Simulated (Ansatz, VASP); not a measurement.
TiCl4: VASP beside Ansatz

Contents of INCAR:

```
SYSTEM = TiCl4
PREC = Accurate ; ENCUT = 520
EDIFF = 1E-6 ; ISMEAR = 0
SIGMA = 0.03 ; LREAL = .FALSE.
LASPH = .TRUE. ; NELM = 80
ALGO = Normal ; ISIF = 2
LWAVE = .FALSE. ; LCHARG = .FALSE.
GGA = PE ; IVDW = 12
IBRION = 2 ; NSW = 80
EDIFFG = -0.01
```

Contents of KPOINTS:

```
regular mesh
0
G
  1 1 1
  0 0 0
```

The input POSCAR:

```
TiCl4
1.0
   13.0000000000      0.0000000000      0.0000000000
    0.0000000000     13.0000000000      0.0000000000
    0.0000000000      0.0000000000     13.0000000000
Ti Cl
1 4
Direct
    0.5000000000      0.5000000000      0.5000000000
    0.5963730800      0.5963730800      0.5963730800
    0.5963730800      0.4036269200      0.4036269200
    0.4036269200      0.5963730800      0.4036269200
    0.4036269200      0.4036269200      0.5963730800
```

Input for Ansatz:

```yaml
crystal:
  lattice:
    - [13.0, 0.0, 0.0]
    - [0.0, 13.0, 0.0]
    - [0.0, 0.0, 13.0]
  atoms:
    - { symbol: Ti, position: [0.5, 0.5, 0.5] }
    - { symbol: Cl, position: [0.59637308, 0.59637308, 0.59637308] }
    - { symbol: Cl, position: [0.59637308, 0.40362692, 0.40362692] }
    - { symbol: Cl, position: [0.40362692, 0.59637308, 0.40362692] }
    - { symbol: Cl, position: [0.40362692, 0.40362692, 0.59637308] }
scf:
  occupations: { method: gaussian, width: 0.03 }
output:
  forces: true
  stress: false
  eigenvalues: true
  write_density: true
  write_potential: true
  elf: true
  volumetric_format: npy
hamiltonian:
  xc: pbe
  dispersion: d3bj
kpoints:
  mp_grid: { grid: [1, 1, 1] }
relax:
  f_tol: 0.01
```

Alike in both runs: task relaxation of the atoms; functional PBE; dispersion D3(BJ); k mesh 1 × 1 × 1; occupations gaussian, width 0.03 eV; no spin polarisation.

|  | VASP | Ansatz |
| --- | --- | --- |
| version | VASP 6.6.1 | Ansatz 0.2.0 |
| potentials or method | VASP PAW PBE potentials, release 64 (Ti_sv, Cl) | scalar-relativistic, plane waves, PAW |
| plane-wave cutoff (eV) | 520 | 420 |
| valence electrons in the cell | 40 | 40 |

```tsv
	VASP	Ansatz	Ansatz less VASP
gap on the k mesh at the Fermi level, each at its own relaxed structure (eV)	3.66	3.66	+0.001
```

Ansatz's warnings: xc potential rough in thin density.
